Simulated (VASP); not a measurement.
# SnO2 (Cm) in VASP: notebook

Runs on SnO2. Level: PBE+D3(BJ). Tasks: single point.

Everything below comes from runs of VASP 6.6.1. Logs are shortened: lines on timing, memory, paths and dates and some standing lists are left out, and cuts for length are marked.

**1. The cell of the first run**

It takes space group Cm (No. 8, monoclinic). Conventional cell: a = 5.607 Å, b = 3.237 Å, c = 4.680 Å, α = 90.00°, β = 113.54°, γ = 90.00°. Within 2.7 Å of Sn (site symmetry m) lie 6 O at 2.06 to 2.23 Å. O (site symmetry m) has 3 Sn at 2.11 to 2.12 Å and 3 O at 2.63 to 2.77 Å within 2.8 Å. O (site symmetry m) has 3 Sn at 2.06 to 2.23 Å and 3 O at 2.63 to 2.77 Å within 2.8 Å.

**2. Single point, PBE+D3(BJ) (atoms displaced along a vibrational mode)**

The input, INCAR:

```
SYSTEM = SnO2
ALGO = Normal
EDIFF = 1E-7
ENCUT = 520
GGA = PE
ISIF = 2
ISMEAR = 0
IVDW = 12
LASPH = .True.
LCHARG = .False.
LREAL = .False.
LWAVE = .False.
NBANDS = 64
NELM = 80
PREC = Accurate
SIGMA = 0.05
```

The input, KPOINTS:

```
k-points
0
Gamma
  6 6 6
  0 0 0
```

The input, POSCAR:

```
SnO2
1.0
    3.2373377715      1.8690778339      4.2908446674
   -3.2373377715      1.8690778339      4.2908446674
    0.0000000000     -3.7381556677      4.2908446674
Sn O
4 8
Direct
    0.8671910574      0.8635728580      0.8635728581
    0.3671840071      0.3635988090      0.8635823578
    0.3671840071      0.8635823576      0.3635988092
    0.8671939419      0.3635924899      0.3635924900
    0.1246015018      0.6194842414      0.6194842298
    0.6245428083      0.1194873214      0.6194740370
    0.6245428083      0.6194740486      0.1194873098
    0.5872236653      0.6189941822      0.6189941925
    0.1245828960      0.1194888868      0.1194888752
    0.0871677666      0.1190158548      0.6189919415
    0.0871677666      0.6189919312      0.1190158651
    0.5872055084      0.1189921541      0.1189921644
```

Potentials or basis: VASP PAW PBE potentials, release 64 (Sn_d, O).

Started as:

```console
$ cat potpaw_PBE.64/Sn_d/POTCAR potpaw_PBE.64/O/POTCAR > POTCAR
$ mpirun -np 1 vasp_std > vasp.out
```

OUTCAR:

```text
SYSTEM = SnO2
   EDIFF = 1E-7
   ENCUT = 520
   GGA = PE
   ISIF = 2
   ISMEAR = 0
   IVDW = 12
   LASPH = .True.
   LREAL = .False.
   NELM = 80
   PREC = Accurate
 IVDW          = 12

 ion  position               nearest neighbor table
   1  0.867  0.864  0.864-  10 2.06  11 2.06   7 2.11   6 2.11   5 2.12  12 2.23   3 3.24   2 3.24
                             4 3.24   4 3.24   2 3.24   3 3.24
   2  0.367  0.364  0.864-   8 2.06  12 2.06   5 2.11   9 2.11   6 2.12  11 2.23   1 3.24   3 3.24
                             4 3.24   4 3.24   3 3.24   1 3.24
   3  0.367  0.864  0.364-   8 2.06  12 2.06   5 2.11   9 2.11   7 2.12  10 2.23   1 3.24   2 3.24
                             4 3.24   4 3.24   2 3.24   1 3.24
   4  0.867  0.364  0.364-  11 2.06  10 2.06   6 2.11   7 2.11   9 2.12   8 2.23   3 3.24   2 3.24
                             1 3.24   1 3.24   2 3.24   3 3.24
   5  0.125  0.619  0.619-   3 2.11   2 2.11   1 2.12
   6  0.625  0.119  0.619-   4 2.11   1 2.11   2 2.12
   7  0.625  0.619  0.119-   4 2.11   1 2.11   3 2.12
   8  0.587  0.619  0.619-   2 2.06   3 2.06   4 2.23
   9  0.125  0.119  0.119-   2 2.11   3 2.11   4 2.12
  10  0.087  0.119  0.619-   4 2.06   1 2.06   3 2.23
  11  0.087  0.619  0.119-   4 2.06   1 2.06   2 2.23
  12  0.587  0.119  0.119-   3 2.06   2 2.06   1 2.23

  LATTYP: Found a trigonal (rhomboedric) cell.
 ALAT       =     5.6907957050
 COS(alpha) =     0.3527679208

  Lattice vectors:

 A1 = (   3.2373377715,   1.8690778339,   4.2908446674)
 A2 = (  -3.2373377715,   1.8690778339,   4.2908446674)
 A3 = (   0.0000000000,  -3.7381556677,   4.2908446674)

Analysis of symmetry for initial positions (statically):
=====================================================================
 Subroutine PRICEL returns:
 Original cell was already a primitive cell.

 Routine SETGRP: Setting up the symmetry group for a
 trigonal (rhombohedral) supercell.

 Subroutine GETGRP returns: Found  2 space group operations
 (whereof  2 operations were pure point group operations)
 out of a pool of 12 trial point group operations.

The static configuration has the point symmetry C_1h.

Analysis of symmetry for dynamics (positions and initial velocities):
=====================================================================
 Subroutine PRICEL returns:
 Original cell was already a primitive cell.

 Routine SETGRP: Setting up the symmetry group for a
 trigonal (rhombohedral) supercell.

 Subroutine GETGRP returns: Found  2 space group operations
 (whereof  2 operations were pure point group operations)
 out of a pool of 12 trial point group operations.

The dynamic configuration has the point symmetry C_1h.

 Subroutine INISYM returns: Found  2 space group operations
 (whereof  2 operations are pure point group operations),
 and found     1 'primitive' translations

----------------------------------------------------------------------------------------

                                     Primitive cell

  volume of cell :     155.7792

  direct lattice vectors                    reciprocal lattice vectors
     3.237337772  1.869077834  4.290844667     0.154447894  0.089170533  0.077684782
    -3.237337772  1.869077834  4.290844667    -0.154447894  0.089170533  0.077684782
     0.000000000 -3.738155668  4.290844667     0.000000000 -0.178341066  0.077684782

  length of vectors
     5.690795705  5.690795705  5.690795705     0.194526248  0.194526248  0.194526248

  position of ions in fractional coordinates (direct lattice)
     0.867191057  0.863572858  0.863572858
     0.367184007  0.363598809  0.863582358
     0.367184007  0.863582358  0.363598809
     0.867193942  0.363592490  0.363592490
     0.124601502  0.619484241  0.619484230
     0.624542808  0.119487321  0.619474037
     0.624542808  0.619474049  0.119487310
     0.587223665  0.618994182  0.618994192
     0.124582896  0.119488887  0.119488875
     0.087167767  0.119015855  0.618991941
     0.087167767  0.618991931  0.119015865
     0.587205508  0.118992154  0.118992164

  ion indices of the primitive-cell ions
   primitive index   ion index
                 1           1
                 2           2
                 3           3
                 4           4
                 5           5
                 6           6
                 7           7
                 8           8
                 9           9
                10          10
                11          11
                12          12

----------------------------------------------------------------------------------------

 KPOINTS: k-points

Automatic generation of k-mesh.
 Grid dimensions read from file:
 generate k-points for:    6    6    6

 Generating k-lattice:

  Cartesian coordinates                     Fractional coordinates (reciprocal lattice)
     0.025741316  0.014861756  0.012947464     0.166666667 -0.000000000  0.000000000
    -0.025741316  0.014861756  0.012947464    -0.000000000  0.166666667  0.000000000
     0.000000000 -0.029723511  0.012947464     0.000000000  0.000000000  0.166666667

  Length of vectors
     0.032421041  0.032421041  0.032421041

  Shift w.r.t. Gamma in fractional coordinates (k-lattice)
     0.000000000  0.000000000  0.000000000

 Subroutine IBZKPT returns following result:
 ===========================================

 Found     68 irreducible k-points:

 Following reciprocal coordinates:
            Coordinates               Weight
  0.000000  0.000000  0.000000      1.000000
  0.166667  0.000000  0.000000      2.000000
  0.000000  0.166667  0.000000      4.000000
  0.333333  0.000000  0.000000      2.000000
  0.000000  0.333333  0.000000      4.000000
  0.500000  0.000000  0.000000      1.000000
[... 16 lines left out ...]
  0.500000  0.333333 -0.000000      4.000000
  0.000000  0.500000  0.333333      4.000000
 [... further k-points ...]
   k-points           NKPTS =     68   k-points in BZ     NKDIM =     68   number of bands    NBANDS=     64
   number of dos      NEDOS =    301   number of ions     NIONS =     12
   total plane-waves  NPLWV =  74088
   dimension x,y,z NGX =    42 NGY =   42 NGZ =   42
   dimension x,y,z NGXF=    84 NGYF=   84 NGZF=   84
   ions per type =               4   8
   NGX,Y,Z   is equivalent  to a cutoff of  12.27, 12.27, 12.27 a.u.
   NGXF,Y,Z  is equivalent  to a cutoff of  24.54, 24.54, 24.54 a.u.
 SYSTEM =  SnO2
   PREC   = accura    normal or accurate (medium, high low for compatibility)
   ISTART =      0    job   : 0-new  1-cont  2-samecut
   ICHARG =      2    charge: 1-file 2-atom 10-const
   ISPIN  =      1    spin polarized calculation?
   LNONCOLLINEAR =      F non collinear calculations
   LSORBIT =      F    spin-orbit coupling
   LASPH  =      T    aspherical Exc in radial PAW
   ENCUT  =  520.0 eV  38.22 Ry    6.18 a.u.  10.58 10.58 10.58*2*pi/ulx,y,z
   NELM   =     80;   NELMIN=  2; NELMDL= -5     # of ELM steps
   EDIFF  = 0.1E-06   stopping-criterion for ELM
   LREAL  =      F    real-space projection
   EDIFFG = 0.1E-05   stopping-criterion for IOM
   NSW    =      0    number of steps for IOM
   IBRION =     -1    ionic relax: 0-MD 1-quasi-New 2-CG
   NFREE  =      0    steps in history (QN), initial steepest desc. (CG)
   ISIF   =      2    stress and relaxation
   ISYM   =      2    0-nonsym 1-usesym 2-fastsym
   POTIM  = 0.5000    time-step for ionic-motion
   TEBEG  =    0.0;   TEEND  =   0.0 temperature during run
   PSTRESS=    0.0 pullay stress
   NELECT =     104.0000    total number of electrons
   NUPDOWN=      -1.0000    fix difference up-down
   EMIN   =  10.00;   EMAX   =-10.00  energy-range for DOS
   EFERMI =   0.00;   METHOD = LEGACY
   ISMEAR =     0;   SIGMA  =   0.05  broadening in eV -4-tet -1-fermi 0-gaus
   EFERMI_NEDOS =   21; number of points for ismear=-14 and -15
   IALGO  =     38    algorithm
   IMIX   =      4    mixing-type and parameters
     AMIX     =   0.40;   BMIX     =  1.00
     AMIX_MAG =   1.60;   BMIX_MAG =  1.00
  volume/ion in A,a.u.               =      12.98        87.60
  Fermi-wavevector in a.u.,A,eV,Ry     =   1.430813  2.703844 27.854188  2.047225
  Thomas-Fermi vector in A             =   2.550617
   LORBIT       =      0    0 simple, 1 ext, 2 COOP (PROOUT), +10 PAW based schemes
   GGA     = PE    functional components
   LHFCALC =     F    Hartree Fock is set to
   AEXX    =    0.0000 exact exchange contribution
   IVDW    =    12    specifies the selected vdW correction
   LEPSILON=     F    determine dielectric tensor
   LRPA    =     F    only Hartree local field effects (RPA)
 non-spin polarized calculation
 Gauss-broadening in eV      SIGMA  =   0.05
  energy-cutoff  :      520.00
  volume of cell :      155.78
 maximum number of plane-waves:      4212
   NGX = 21   NGY = 21   NGZ = 21

 number of electron     104.0000002 magnetization

 Free energy of the ion-electron system (eV)
  ---------------------------------------------------
  ext. energy  EPLUGINS =         0.00000000
  ---------------------------------------------------
  free energy    TOTEN  =       -72.34952411 eV

  energy without entropy =      -72.34952411  energy(sigma->0) =      -72.34952411

 E-fermi :   5.1279     XC(G=0): -10.7299

 val. band max:        4.8834571385   @ k =   0.0000   0.0000   0.0000
 cond. band min:       6.4147381582   @ k =   0.0000   0.0000   0.0000
 fundamental gap:      1.5312810197
 Fermi energy:         5.1279437718

 k-point     1 :       0.0000    0.0000    0.0000
  band No.  band energies     occupation
      1     -15.9628      2.00000
      2     -15.9604      2.00000
      3     -15.9602      2.00000
      4     -15.4144      2.00000
      5     -15.1695      2.00000
      6     -15.1571      2.00000
[... 56 lines left out ...]
     63      15.7353      0.00000
     64      15.7364      0.00000

 k-point     2 :       0.1667    0.0000    0.0000
  band No.  band energies     occupation
      1     -15.9292      2.00000
      2     -15.9291      2.00000
      3     -15.9216      2.00000
      4     -15.4078      2.00000
      5     -15.2014      2.00000
      6     -15.1436      2.00000
[... 56 lines left out ...]
     63      15.5751      0.00000
     64      15.5759      0.00000

 k-point     3 :       0.0000    0.1667    0.0000
  band No.  band energies     occupation
      1     -15.9217      2.00000
      2     -15.9201      2.00000
      3     -15.9156      2.00000
      4     -15.3801      2.00000
      5     -15.2269      2.00000
      6     -15.1446      2.00000
[... 1396 lines left out ...]
     63      14.4007      0.00000
     64      14.7655      0.00000

 k-point    24 :       0.0000    0.5000    0.3333
  band No.  band energies     occupation
      1     -15.7749      2.00000
      2     -15.7746      2.00000
      3     -15.7149      2.00000
      4     -15.5399      2.00000
      5     -15.3851      2.00000
      6     -15.2463      2.00000
[... 56 lines left out ...]
     63      14.0371      0.00000
     64      14.8996      0.00000

 [... further k-points ...]

------------------------ aborting loop because EDIFF is reached ----------------------------------------

 Edisp (eV)   -2.41272

 E8    (eV) :    -0.9593

  FORCE on cell =-STRESS in cart. coord.  units (eV):
  Direction    XX          YY          ZZ          XY          YZ          ZX
  --------------------------------------------------------------------------------------
  -------------------------------------------------------------------------------------
  Total       1.45280     2.03231     1.35266    -0.50188     2.70916     4.69240
  in kB      14.94190    20.90219    13.91198    -5.16177    27.86350    48.26101
  external pressure =       16.59 kB  Pullay stress =        0.00 kB

 VOLUME and BASIS-vectors are now :
 -----------------------------------------------------------------------------
  energy-cutoff  :      520.00
  volume of cell :      155.78
      direct lattice vectors                 reciprocal lattice vectors
     3.237337772  1.869077834  4.290844667     0.154447894  0.089170533  0.077684782
    -3.237337772  1.869077834  4.290844667    -0.154447894  0.089170533  0.077684782
     0.000000000 -3.738155668  4.290844667     0.000000000 -0.178341066  0.077684782

 POSITION                                       TOTAL-FORCE (eV/Angst)
 -----------------------------------------------------------------------------------
      0.01171      0.00676     11.13190        -0.607623     -0.350811     -0.187217
      0.01161     -1.86232      6.84117        -0.600310     -0.350063     -0.185437
     -1.60701      0.94121      6.84117        -0.603319     -0.344852     -0.185437
      1.63033      0.94127      6.84123        -0.605813     -0.349766     -0.190026
     -1.60210     -0.92497      5.85087        -0.351698     -0.203053     -0.098593
      1.63504     -0.92504      5.85058        -0.349780     -0.202266     -0.095843
      0.01641      1.87850      5.85058        -0.350057     -0.201785     -0.095843
     -0.10285     -0.05938      7.83170         0.953783      0.550667      0.283467
      0.01649      0.00952      1.55998        -0.350994     -0.202646     -0.097743
     -0.10310     -1.92851      3.54070         0.956689      0.549850      0.284748
     -1.72169      0.87497      3.54070         0.954528      0.553591      0.284748
      1.51576      0.87513      3.54076         0.954595      0.551135      0.283175
 -----------------------------------------------------------------------------------
    total drift:                               -0.000643     -0.000398     -0.000236

  FREE ENERGIE OF THE ION-ELECTRON SYSTEM (eV)
  ---------------------------------------------------
  free  energy   TOTEN  =       -74.7622453594 eV

  energy  without entropy=      -74.7622453594  energy(sigma->0) =      -74.76224536
```

Run time: 12 min. Hardware: 1 thread of Oxide Virtual Turin-like, shared host; peak memory 0.54 GiB.

What came out:

```
Free energy                : -74.7622 eV
Pressure                   : 1.7 GPa
Largest force              : 1.140 eV/Å
Band gap on the k mesh     : 1.53 eV
Dispersion energy per atom : -0.201 eV
```

Forces on the atoms (eV/Å):
```
Sn  -0.608 -0.351 -0.187
Sn  -0.600 -0.350 -0.185
Sn  -0.603 -0.345 -0.185
Sn  -0.606 -0.350 -0.190
O   -0.352 -0.203 -0.099
O   -0.350 -0.202 -0.096
O   -0.350 -0.202 -0.096
O    0.954  0.551  0.283
O   -0.351 -0.203 -0.098
O    0.957  0.550  0.285
O    0.955  0.554  0.285
O    0.955  0.551  0.283
```

Caveat: the cell differs from its parent crystal (atoms displaced along a vibrational mode); spin-orbit coupling is left out, which moves the levels of the heavy elements; forces of over 1 eV/Å act on the atoms, so gaps and moduli don't describe the material at rest.

**3. Single point, PBE+D3(BJ) (atoms displaced along a vibrational mode)**

The input, INCAR:

```
  PREC = Accurate
  ENCUT = 520
  EDIFF = 1E-6
  ISMEAR = 0
  SIGMA = 0.05
  LREAL = False
  LASPH = True
  NELM = 60
  ALGO = Normal
  ISIF = 2
  LWAVE = False
  LCHARG = True
  GGA = PE
  IVDW = 12
  LELF = True
  LVHAR = True
  NBANDS = 64
```

The input, KPOINTS:

```
Automatic mesh
0
Gamma
  6 6 6
```

The input, POSCAR:

```
SnO2
1.0
    3.2373377715      1.8690778339      4.2908446674
   -3.2373377715      1.8690778339      4.2908446674
    0.0000000000     -3.7381556677      4.2908446674
Sn O
4 8
Direct
    0.8671831414      0.8635768160      0.8635768162
    0.3671899979      0.3635927393      0.8635854655
    0.3671899979      0.8635854653      0.3635927394
    0.8671877264      0.3635925688      0.3635925689
    0.0999958963      0.6317800975      0.6317801078
    0.5999551958      0.1317901131      0.6317657934
    0.5999551958      0.6317657831      0.1317901234
    0.6118177939      0.6066971288      0.6066971172
    0.0999876306      0.1317865085      0.1317865189
    0.1117855008      0.1066993976      0.6067107056
    0.1117855008      0.6067107172      0.1066993860
    0.6117679584      0.1066908990      0.1066908874
```

Potentials or basis: VASP PAW PBE potentials, release 64 (Sn_d, O).

Started as:

```console
$ cat potpaw_PBE.64/Sn_d/POTCAR potpaw_PBE.64/O/POTCAR > POTCAR
$ mpirun -np 1 vasp_std > vasp.out
```

Wall time 8.4 min (1 thread of Oxide Virtual Turin-like, shared host); peak memory 0.54 GiB.

The run converged. Its results:

| Property | Result |
| --- | --- |
| Free energy | -74.6890 eV |
| Pressure | 1.9 GPa |
| Largest force | 1.563 eV/Å |
| Band gap on the k mesh | 1.54 eV |
| Dispersion energy per atom | -0.201 eV |

Forces in eV/Å, atoms in the order of the input:
```
Sn  -1.047 -0.605  0.258
Sn  -1.046 -0.604  0.258
Sn  -1.046 -0.603  0.258
Sn  -1.045 -0.603  0.257
O    1.320  0.762 -0.345
O    1.321  0.762 -0.343
O    1.320  0.763 -0.343
O   -0.275 -0.159  0.086
O    1.319  0.762 -0.345
O   -0.274 -0.158  0.086
O   -0.274 -0.158  0.086
O   -0.273 -0.157  0.088
```

Stress tensor (GPa, compression positive):
```
 2.66  1.05 -5.78
 1.05  1.44 -3.33
-5.78 -3.33  1.63
```

Levels at points of the mesh, in eV from the valence-band top:
| k point | band 49 | band 50 | band 51 | band 52 | band 53 | band 54 | band 55 | band 56 |
| --- | --- | --- | --- | --- | --- | --- | --- | --- |
| (0.00, 0.00, 0.00) | -0.15 | 0.00 | 0.00 | 0.00 | 1.54 | 4.68 | 4.68 | 5.03 |
| (0.50, 0.00, 0.00) | -0.30 | -0.30 | -0.12 | -0.12 | 4.18 | 4.18 | 5.48 | 5.48 |
| (0.00, 0.50, 0.00) | -0.45 | -0.45 | -0.04 | -0.04 | 3.98 | 3.99 | 5.58 | 5.58 |
| (0.50, 0.50, 0.00) | -0.57 | -0.57 | -0.13 | -0.13 | 4.40 | 4.40 | 5.60 | 5.60 |
| (0.00, 0.50, 0.50) | -0.59 | -0.59 | -0.21 | -0.21 | 4.57 | 4.57 | 5.42 | 5.42 |
| (0.50, 0.50, 0.50) | -0.91 | -0.90 | -0.88 | -0.88 | 3.45 | 5.15 | 5.15 | 5.57 |

Caveat: the cell differs from its parent crystal (atoms displaced along a vibrational mode); spin-orbit coupling is left out, which moves the levels of the heavy elements; forces of over 1 eV/Å act on the atoms, so gaps and moduli don't describe the material at rest.
